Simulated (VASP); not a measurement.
Here is a VASP 6.6.1 calculation.

Contents of INCAR:

```
PREC = Accurate
ENCUT = 520
EDIFF = 1E-6
ISMEAR = 0
SIGMA = 0.15
LREAL = False
LASPH = True
NELM = 100
ALGO = Normal
ISIF = 2
LWAVE = False
LCHARG = True
GGA = PS
LELF = True
LVHAR = True
NBANDS = 10
```

Contents of KPOINTS:

```
regular mesh
0
Gamma
  22 22 22
```

POSCAR

```
I
1.0
   -1.5668770286      1.5668770286      4.5445889442
    1.5668770286     -1.5668770286      4.5445889442
    1.5668770286      1.5668770286     -4.5445889442
I
1
Direct
    0.0000000000      0.0000000000      0.0000000000
```

Potentials or basis: VASP PAW PBE potentials, release 64 (I).

The run is started by

```bash
$ cat potpaw_PBE.64/I/POTCAR > POTCAR
$ mpirun -np 1 vasp_std > vasp.out
```

**Question.** What does it give for the pressure?

**Answer.** 1.0 GPa.

**Question.** What does it give for the band gap on the k mesh?

**Answer.** Zero (an odd number of electrons rules out a gap without spin polarisation).

Stress tensor (GPa, compression positive):
```
 1.73  0.00  0.00
 0.00  1.73  0.00
 0.00  0.00 -0.46
```

Caveat: the PAW data sets were made with another functional, which shifts forces and pressure a little; spin-orbit coupling is left out, which moves the levels of the heavy elements; an odd number of electrons without spin polarisation forces a metal; a magnetic or distorted state may lie lower.
